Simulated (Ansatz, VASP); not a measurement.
One calculation of Zn3Pd, two programs

File INCAR:

```
SYSTEM = Zn3Pd
PREC = Accurate
ENCUT = 520
EDIFF = 1E-7
ISMEAR = 0
SIGMA = 0.1
LREAL = .False.
LASPH = .True.
NELM = 100
ALGO = Normal
ISIF = 2
LWAVE = .False.
LCHARG = .False.
GGA = CA
NBANDS = 31
```

File KPOINTS:

```
regular mesh
0
Gamma
  16 16 16
  0 0 0
```

POSCAR

```
Zn3Pd
1.0
   -1.8251176442      1.8251176442      3.9574481544
    1.8251176442     -1.8251176442      3.9574481544
    1.8251176442      1.8251176442     -3.9574481544
Zn Pd
3 1
Direct
    0.7500000000      0.2500000000      0.5000000000
    0.2500000000      0.7500000000      0.5000000000
    0.5000000000      0.5000000000      0.0000000000
    0.0000000000      0.0000000000      0.0000000000
```

Input for Ansatz:

```yaml
crystal:
  lattice:
    - [-1.8251176442, 1.8251176442, 3.9574481544]
    - [1.8251176442, -1.8251176442, 3.9574481544]
    - [1.8251176442, 1.8251176442, -3.9574481544]
  atoms:
    - { symbol: Zn, position: [0.75, 0.25, 0.5] }
    - { symbol: Zn, position: [0.25, 0.75, 0.5] }
    - { symbol: Zn, position: [0.5, 0.5, 0.0] }
    - { symbol: Pd, position: [0.0, 0.0, 0.0] }
kpoints:
  mp_grid: { grid: [16, 16, 16] }
hamiltonian:
  xc: lda
scf:
  occupations: { method: gaussian, width: 0.1 }
  convergence: { dr2_threshold: 1.0e-08 }
output:
  forces: true
  eigenvalues: true
  stress: true
```

Alike in both runs: task single point; functional LDA; k mesh 16 × 16 × 16; occupations gaussian, width 0.1 eV; no spin polarisation.

```csv
,VASP,Ansatz
version,VASP 6.6.1,Ansatz 0.2.0
potentials or method,"VASP PAW LDA potentials, release 64 (Zn, Pd)","scalar-relativistic, plane waves, PAW"
plane-wave cutoff (eV),520,420
valence electrons in the cell,46,54
```

Ansatz gave:

| Item | Value |
| --- | --- |
| gap on the k mesh at the Fermi level (eV) | none |
| pressure (GPa) | 0.0 |

Problem. Which values does VASP return?

Solution. gap on the k mesh at the Fermi level (eV): none; pressure (GPa): 1.0.

LDA's correlation is that of Perdew and Zunger in VASP and of Perdew and Wang (1992) in Ansatz. A gap of «none» marks a metal or a gap that the smearing closes. VASP's potentials hold 46 valence electrons a cell and Ansatz's 54, so a difference there can come from the potentials and not from the codes. Ansatz's warnings: stress scf threshold loose.
